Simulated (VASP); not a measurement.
# Si4Ag in VASP: a series of runs, part 2 of 2

VASP 6.6.1. Earlier steps stand in the parts before.

## 4. Relaxation of the atoms, PBE, collinear spin

Contents of INCAR:

```
PREC = Accurate
ENCUT = 520
EDIFF = 1E-7
ISMEAR = 0
SIGMA = 0.05
LREAL = False
LASPH = True
NELM = 150
ALGO = Normal
ISIF = 2
LWAVE = False
LCHARG = False
ISPIN = 2
MAGMOM = 0 0 0 0 1
LORBIT = 11
LMAXMIX = 4
LDIPOL = True
IDIPOL = 3
DIPOL = 0.5 0.5 0.347
GGA = PE
IBRION = 2
NSW = 36
EDIFFG = -0.025
KPAR = 4
```

Contents of KPOINTS:

```
regular mesh
0
Gamma
  9 9 1
```

Contents of POSCAR:

```
Si4Ag
1.0
    3.8675355701      0.0000000000      0.0000000000
   -1.9337677851      3.3493840538      0.0000000000
    0.0000000000      0.0000000000     19.4372967090
Si Ag
4 1
Selective dynamics
Direct
    0.3333333333      0.6666666667      0.2057899336  F F F
    0.0000000000      0.0000000000      0.2464055298  F F F
    0.0000000000      0.0000000000      0.3748662321  F F F
    0.6666666667      0.3333333333      0.4083539408  F F F
    1.0000000000      1.0000000000      0.5006599228  F F T
```

Potentials or basis: VASP PAW PBE potentials, release 64 (Si, Ag).

Run with:

```console
$ cat potpaw_PBE.64/Si/POTCAR potpaw_PBE.64/Ag/POTCAR > POTCAR
$ mpirun -np 4 vasp_std > vasp.out
```

OUTCAR:

```text
PREC = Accurate
   ENCUT = 520
   EDIFF = 1E-7
   ISMEAR = 0
   LREAL = False
   LASPH = True
   NELM = 150
   ISIF = 2
   ISPIN = 2
   LORBIT = 11
   GGA = PE
   IBRION = 2
   NSW = 36
   EDIFFG = -0.025

 ion  position               nearest neighbor table
   1  0.333  0.667  0.206-   2 2.37   2 2.37   2 2.37
   2  0.000  0.000  0.246-   1 2.37   1 2.37   1 2.37   3 2.50
   3  0.000  0.000  0.375-   4 2.33   4 2.33   4 2.33   5 2.45   2 2.50
   4  0.667  0.333  0.408-   3 2.33   3 2.33   3 2.33   5 2.86   5 2.86   5 2.86
   5  0.000  0.000  0.501-   3 2.45   4 2.86   4 2.86   4 2.86

  LATTYP: Found a hexagonal cell.
 ALAT       =     3.8675355701
[... 820 lines left out ...]

  FORCE on cell =-STRESS in cart. coord.  units (eV):
  Direction    XX          YY          ZZ          XY          YZ          ZX
  --------------------------------------------------------------------------------------
  -------------------------------------------------------------------------------------
  Total       -1.4064492     -1.4064492     -0.7770210      0.0000000      0.0000000     -0.0000000
  in kB       -8.9495152     -8.9495152     -4.9443388      0.0000000      0.0000000     -0.0000000
  external PRESSURE =      -7.6144564 kB  Pullay stress =       0.0000000 kB
[... 20 lines left out ...]
  FREE ENERGIE OF THE ION-ELECTRON SYSTEM (eV)
  ---------------------------------------------------
  free  energy   TOTEN  =       -21.7058352814 eV

  energy  without entropy=      -21.7010292619  energy(sigma->0) =      -21.70343227

 reached required accuracy - stopping structural energy minimisation

 vacuum level on the upper side and lower side of the slab         3.459         4.449

 total charge

# of ion       s       p       d       tot
------------------------------------------
    1        0.803   0.832   0.000   1.635
    2        0.767   0.875   0.000   1.642
    3        0.763   0.901   0.000   1.664
    4        0.766   0.886   0.000   1.653
    5        0.351   0.158   9.230   9.739
--------------------------------------------------
tot          3.451   3.652   9.230  16.332

 magnetization (x)

# of ion       s       p       d       tot
------------------------------------------
    1        0.000   0.000   0.000   0.000
    2        0.000   0.000   0.000   0.000
    3        0.000   0.000   0.000   0.000
    4       -0.000   0.000   0.000   0.000
    5        0.000   0.000   0.000   0.000
--------------------------------------------------
tot          0.000   0.000   0.000   0.000
```

OSZICAR:

```text
N       E                     dE             d eps       ncg     rms          rms(c)
DAV:   1     0.135800736424E+03    0.13580E+03   -0.97648E+03   864   0.114E+03
DAV:   2    -0.143444551918E+02   -0.15015E+03   -0.14684E+03  1202   0.202E+02
[... 70 lines left out ...]
DAV:  16    -0.217058336188E+02   -0.16226E-05   -0.23124E-07   742   0.208E-03    0.797E-04
DAV:  17    -0.217058340980E+02   -0.47922E-06   -0.25869E-08   732   0.750E-04    0.484E-04
DAV:  18    -0.217058348645E+02   -0.76646E-06   -0.81837E-08   700   0.823E-04    0.282E-04
DAV:  19    -0.217058350540E+02   -0.18955E-06   -0.10603E-08   712   0.382E-04    0.240E-04
DAV:  20    -0.217058352065E+02   -0.15252E-06   -0.73271E-09   636   0.190E-04    0.151E-04
DAV:  21    -0.217058352814E+02   -0.74892E-07   -0.35078E-09   652   0.144E-04
   3 F= -.21705835E+02 E0= -.21703432E+02  d E =-.256527E-01  mag=     0.0000
```

Run time: 3.5 min. Hardware: 4 MPI ranks of Intel Xeon 6975P-C (Granite Rapids), shared host; peak memory 0.54 GiB.

Results:

| Item | Value |
| --- | --- |
| Free energy | -21.7058 eV |
| Energy gained by relaxing | 5.1 meV/atom |
| Ionic steps | 3 |
| Net moment | 0.00 μB per cell |
| Valence electrons inside the program's atomic spheres | Si 1.64, 1.66, 1.65 (each value once); Ag 9.74 |

Step by step:
| step | energy change (eV) | largest force on free atoms (eV/Å) | pressure (GPa) |
| --- | --- | --- | --- |
| 1 | 0.0000 | 0.5435 | -0.37 |
| 2 | -0.0121 | 0.3818 | -0.48 |
| 3 | -0.0257 | 0.0153 | -0.76 |

Final structure:
```yaml
crystal:
  lattice:
    - [3.86754, 0.00000, 0.00000]
    - [-1.93377, 3.34938, 0.00000]
    - [0.00000, 0.00000, 19.43730]
  atoms:
    - { symbol: Si, position: [0.33333, 0.66667, 0.20579] }
    - { symbol: Si, position: [0.00000, 0.00000, 0.24641] }
    - { symbol: Si, position: [0.00000, 0.00000, 0.37487] }
    - { symbol: Si, position: [0.66667, 0.33333, 0.40835] }
    - { symbol: Ag, position: [0.00000, 0.00000, 0.50606] }
```

Levels at points of the mesh, in eV from the Fermi level:
Spin up:
```csv
k point,band 10,band 11,band 12,band 13,band 14,band 15,band 16,band 17,band 18
"(0.00, 0.00, 0.00)",-1.08,-1.08,-0.34,-0.23,-0.23,1.22,2.27,2.64,2.90
```
Spin down:
```tsv
k point	band 12	band 13	band 14	band 15	band 16	band 17
(0.00, 0.00, 0.00)	-0.34	-0.23	-0.23	1.22	2.27	2.64
```

## 5. Relaxation of the atoms, PBE, collinear spin

Contents of INCAR:

```
SYSTEM = Si4Ag
PREC     = Accurate       ! precision mode
ENCUT    = 520            ! plane-wave cutoff, eV
EDIFF    = 1E-6           ! SCF threshold, eV
ISMEAR   = 0              ! smearing method
SIGMA    = 0.05           ! smearing width, eV
LREAL    = .False.        ! projectors in reciprocal space
LASPH    = .True.         ! aspherical terms in the spheres
NELM     = 150            ! most SCF steps
ALGO     = Normal         ! electronic algorithm
ISIF     = 2              ! what is computed and relaxed
LWAVE    = .False.        ! write WAVECAR
LCHARG   = .False.        ! write CHGCAR
ISPIN    = 2              ! spin polarisation
MAGMOM   = 0 0 0 0 1      ! initial moments
LORBIT   = 11             ! projections on sites
LMAXMIX  = 4              ! l up to which the mixer works
LDIPOL   = .True.       
IDIPOL   = 3            
DIPOL    = 0.5 0.5 0.340
GGA      = PE             ! functional
IBRION   = 2              ! ionic algorithm
NSW      = 36             ! ionic steps
EDIFFG   = -0.025         ! ionic threshold
KPAR     = 4
```

Contents of KPOINTS:

```
regular mesh
0
Gamma
  9 9 1
  0 0 0
```

Edit POSCAR of step 4 so:

```diff
@@ -13,2 +13,2 @@
     0.6666666667      0.3333333333      0.4083539408  F F F
-    1.0000000000      1.0000000000      0.5006599228  F F T
+    1.3333333333      0.6666666667      0.4667045838  F F T
```

Potentials or basis: VASP PAW PBE potentials, release 64 (Si, Ag).

Run with:

```console
$ cat potpaw_PBE.64/Si/POTCAR potpaw_PBE.64/Ag/POTCAR > POTCAR
$ mpirun -np 4 vasp_std > vasp.out
```

OUTCAR:

```text
SYSTEM = Si4Ag
   PREC = Accurate
   ENCUT = 520
   EDIFF = 1E-6
   ISMEAR = 0
   LREAL = .False.
   LASPH = .True.
   NELM = 150
   ISIF = 2
   ISPIN = 2
   LORBIT = 11
   GGA = PE
   IBRION = 2
   NSW = 36
   EDIFFG = -0.025

 ion  position               nearest neighbor table
   1  0.333  0.667  0.206-   2 2.37   2 2.37   2 2.37
   2  0.000  0.000  0.246-   1 2.37   1 2.37   1 2.37   3 2.50
   3  0.000  0.000  0.375-   4 2.33   4 2.33   4 2.33   2 2.50   5 2.86   5 2.86   5 2.86
   4  0.667  0.333  0.408-   3 2.33   3 2.33   3 2.33   5 2.50   5 2.50   5 2.50
   5  0.333  0.667  0.467-   4 2.50   4 2.50   4 2.50   3 2.86   3 2.86   3 2.86

  LATTYP: Found a hexagonal cell.
 ALAT       =     3.8675355701
 C/A-ratio  =     5.0257577097

  Lattice vectors:

 A1 = (   3.8675355701,   0.0000000000,   0.0000000000)
 A2 = (  -1.9337677851,   3.3493840538,   0.0000000000)
 A3 = (   0.0000000000,   0.0000000000,  19.4372967090)

Analysis of symmetry for initial positions (statically):
=====================================================================
 Subroutine PRICEL returns:
 Original cell was already a primitive cell.

 Routine SETGRP: Setting up the symmetry group for a
 hexagonal supercell.

 Subroutine GETGRP returns: Found  6 space group operations
 (whereof  6 operations were pure point group operations)
 out of a pool of 24 trial point group operations.

The static configuration has the point symmetry C_3v.

Analysis of symmetry for dynamics (positions and initial velocities):
=====================================================================
 Subroutine PRICEL returns:
 Original cell was already a primitive cell.

 Routine SETGRP: Setting up the symmetry group for a
 hexagonal supercell.

 Subroutine GETGRP returns: Found  6 space group operations
 (whereof  6 operations were pure point group operations)
 out of a pool of 24 trial point group operations.

The dynamic configuration has the point symmetry C_3v.

Analysis of constrained symmetry for selective dynamics:
=====================================================================
 Subroutine PRICEL returns:
 Original cell was already a primitive cell.

 Routine SETGRP: Setting up the symmetry group for a
 hexagonal supercell.

 Subroutine GETGRP returns: Found  6 space group operations
 (whereof  6 operations were pure point group operations)
 out of a pool of 24 trial point group operations.

The constrained configuration has the point symmetry C_3v.

Analysis of structural, dynamic, and magnetic symmetry:
=====================================================================
 Subroutine PRICEL returns:
 Original cell was already a primitive cell.

 Routine SETGRP: Setting up the symmetry group for a
 hexagonal supercell.

 Subroutine GETGRP returns: Found  6 space group operations
 (whereof  6 operations were pure point group operations)
 out of a pool of 24 trial point group operations.

The overall configuration has the point symmetry C_3v.

 Subroutine INISYM returns: Found  6 space group operations
 (whereof  6 operations are pure point group operations),
[... 105 lines left out ...]
   EFERMI_NEDOS =   21; number of points for ismear=-14 and -15
   IALGO  =     38    algorithm
   IMIX   =      4    mixing-type and parameters
     AMIX     =   0.40;   BMIX     =  1.00
     AMIX_MAG =   1.60;   BMIX_MAG =  1.00
  volume/ion in A,a.u.               =      50.36       339.83
  Fermi-wavevector in a.u.,A,eV,Ry     =   0.777770  1.469772  8.230515  0.604926
  Thomas-Fermi vector in A             =   1.880526
   LORBIT       =     11    0 simple, 1 ext, 2 COOP (PROOUT), +10 PAW based schemes
   GGA     = PE    functional components
   LHFCALC =     F    Hartree Fock is set to
   AEXX    =    0.0000 exact exchange contribution
   IVDW    =     0    specifies the selected vdW correction
   LEPSILON=     F    determine dielectric tensor
   LRPA    =     F    only Hartree local field effects (RPA)
 conjugate gradient relaxation of ions
 spin polarized calculation
 Gauss-broadening in eV      SIGMA  =   0.05
  energy-cutoff  :      520.00
  volume of cell :      251.79
 maximum number of plane-waves:      6807
 NGX is ok and might be reduce to    30
   NGX = 15   NGY = 15   NGZ = 73

 dipolmoment           0.000000      0.000000      0.000029 electrons x Angstroem

--------------------------------------- Ionic step        1  -------------------------------------------

 number of electron      27.0000006 magnetization       0.2358386

 Free energy of the ion-electron system (eV)
  ---------------------------------------------------
  ext. energy  EPLUGINS =         0.00000000
  ---------------------------------------------------
  free energy    TOTEN  =       -21.68654349 eV

  energy without entropy =      -21.68425387  energy(sigma->0) =      -21.68539868

------------------------ aborting loop because EDIFF is reached ----------------------------------------

  FORCE on cell =-STRESS in cart. coord.  units (eV):
  Direction    XX          YY          ZZ          XY          YZ          ZX
  --------------------------------------------------------------------------------------
  -------------------------------------------------------------------------------------
  Total        2.9877341      2.9877341      0.6886438     -0.0000000      0.0000000      0.0000000
  in kB       19.0115446     19.0115446      4.3819770     -0.0000000      0.0000000      0.0000000
  external PRESSURE =      14.1350221 kB  Pullay stress =       0.0000000 kB
[... 182 lines left out ...]
--------------------------------------- Ionic step        6  -------------------------------------------

 number of electron      27.0000006 magnetization       0.3941337

 dipolmoment           0.000000      0.000000     -0.066310 electrons x Angstroem

 Free energy of the ion-electron system (eV)
  ---------------------------------------------------
  ext. energy  EPLUGINS =         0.00000000
  ---------------------------------------------------
  free energy    TOTEN  =       -21.90218595 eV

  energy without entropy =      -21.90024063  energy(sigma->0) =      -21.90121329

 E-fermi :  -0.1259     XC(G=0):  -4.6495

 val. band max:       -0.1620785962   @ k =   0.3333   0.1111   0.0000
 cond. band min:      -0.1187845961   @ k =   0.0000   0.0000   0.0000
 fundamental gap:      0.0432940000
 Fermi energy:        -0.1259432526

 spin component 1

 k-point     1 :       0.0000    0.0000    0.0000
  band No.  band energies     occupation
      1     -11.9448      1.00000
      2     -10.5155      1.00000
      3      -6.0834      1.00000
      4      -4.9092      1.00000
      5      -4.9092      1.00000
      6      -4.7398      1.00000
[... 228 lines left out ...]
      4      -7.2522      1.00000
      5      -5.6405      1.00000
      6      -4.6633      1.00000
[... 10 lines left out ...]
     17       3.3750      0.00000
     18       4.2764      0.00000
 Fermi energy:        -0.1259432526

 spin component 2

 k-point     1 :       0.0000    0.0000    0.0000
  band No.  band energies     occupation
      1     -11.9169      1.00000
      2     -10.4297      1.00000
      3      -6.0139      1.00000
      4      -4.9017      1.00000
      5      -4.9017      1.00000
      6      -4.6977      1.00000
[... 241 lines left out ...]
     17       3.5100      0.00000
     18       4.3889      0.00000

------------------------ aborting loop because EDIFF is reached ----------------------------------------

 vacuum level on the upper side and lower side of the slab       (xc-potential included)        -0.498         0.433

  FORCE on cell =-STRESS in cart. coord.  units (eV):
  Direction    XX          YY          ZZ          XY          YZ          ZX
  --------------------------------------------------------------------------------------
  -------------------------------------------------------------------------------------
  Total       -0.0421095     -0.0421095     -1.0216374      0.0000000      0.0000000     -0.0000000
  in kB       -0.2679508     -0.2679508     -6.5008814      0.0000000      0.0000000     -0.0000000
  external PRESSURE =      -2.3455944 kB  Pullay stress =       0.0000000 kB
[... 20 lines left out ...]
  FREE ENERGIE OF THE ION-ELECTRON SYSTEM (eV)
  ---------------------------------------------------
  free  energy   TOTEN  =       -21.9021859452 eV

  energy  without entropy=      -21.9002406309  energy(sigma->0) =      -21.90121329

 reached required accuracy - stopping structural energy minimisation

 vacuum level on the upper side and lower side of the slab         3.522         4.482

 total charge

# of ion       s       p       d       tot
------------------------------------------
    1        0.802   0.834   0.000   1.636
    2        0.766   0.878   0.000   1.644
    3        0.785   0.862   0.000   1.647
    4        0.751   0.919   0.000   1.670
    5        0.395   0.172   9.216   9.784
--------------------------------------------------
tot          3.499   3.665   9.216  16.380

 magnetization (x)

# of ion       s       p       d       tot
------------------------------------------
    1        0.015   0.082   0.000   0.097
    2        0.000   0.004   0.000   0.004
    3        0.001   0.011   0.000   0.012
    4        0.000   0.008   0.000   0.009
    5        0.004   0.005   0.002   0.010
--------------------------------------------------
tot          0.020   0.110   0.002   0.132
```

Run time: 7 min. Hardware: 4 MPI ranks of Intel Xeon 6975P-C (Granite Rapids), shared host; peak memory 0.52 GiB.

Results:

```
Free energy                                           : -21.9022 eV
Energy gained by relaxing                             : 43.1 meV/atom
Ionic steps                                           : 6
Net moment                                            : 0.39 μB per cell
Site moments                                          : Si +0.10, +0.00, +0.01 (each value once); Ag +0.01 μB
Valence electrons inside the program's atomic spheres : Si 1.64, 1.65, 1.67 (each value once); Ag 9.78
```

Step by step:
| step | energy change (eV) | largest force on free atoms (eV/Å) | pressure (GPa) |
| --- | --- | --- | --- |
| 1 | 0.0000 | 1.1805 | 1.41 |
| 2 | -0.0614 | 0.9789 | 1.13 |
| 3 | -0.1799 | 0.4314 | 0.38 |
| 4 | -0.1846 | 0.3451 | -0.70 |
| 5 | -0.2152 | 0.0419 | -0.29 |
| 6 | -0.2156 | 0.0009 | -0.23 |

Final structure:
```
Si Ag
1.0
     3.86754    0.00000    0.00000
    -1.93377    3.34938    0.00000
     0.00000    0.00000   19.43730
Si Ag
4 1
Direct
  0.33333 0.66667 0.20579
  0.00000 0.00000 0.24641
  0.00000 0.00000 0.37487
  0.66667 0.33333 0.40835
  0.33333 0.66667 0.48721
```

Caveat: a moment this small can come from the mesh or the smearing.

## 6. Overview

| task | potentials or basis | cell | cutoff (eV) | atoms held fixed (from 0) | atoms held along some axes (from 0) | gap on the mesh (eV) | moment (μB) |
| --- | --- | --- | --- | --- | --- | --- | --- |
| single point | VASP PAW PBE potentials, release 64 (Si, Ag_sv_GW) | as given, atomic positions A | 470 | - | - | none | 0.39 |
| relaxation of the atoms | VASP PAW PBE potentials, release 64 (Si, Ag) | atoms relaxed, atomic positions B | 520 | [0, 1, 2, 3] | atom 4 along a and b | none | 0.84 |
| relaxation of the atoms | VASP PAW PBE potentials, release 64 (Si, Ag) | atoms relaxed, atomic positions C | 520 | [0, 1, 2, 3] | atom 4 along a and b | none | 0.00 |
| relaxation of the atoms | VASP PAW PBE potentials, release 64 (Si, Ag) | atoms relaxed, atomic positions D | 520 | [0, 1, 2, 3] | atom 4 along a and b | none | 0.39 |

Alike in all rows: level PBE; spin collinear; k mesh 9 × 9 × 1; smearing gaussian 0.05 eV.

Caveats: a moment this small can come from the mesh or the smearing (at least some runs).

Total energies depend on the potentials used, so only differences within one code and one set of settings carry meaning.

The gap in the log of VASP goes by the Fermi energy; the results here count the filled bands.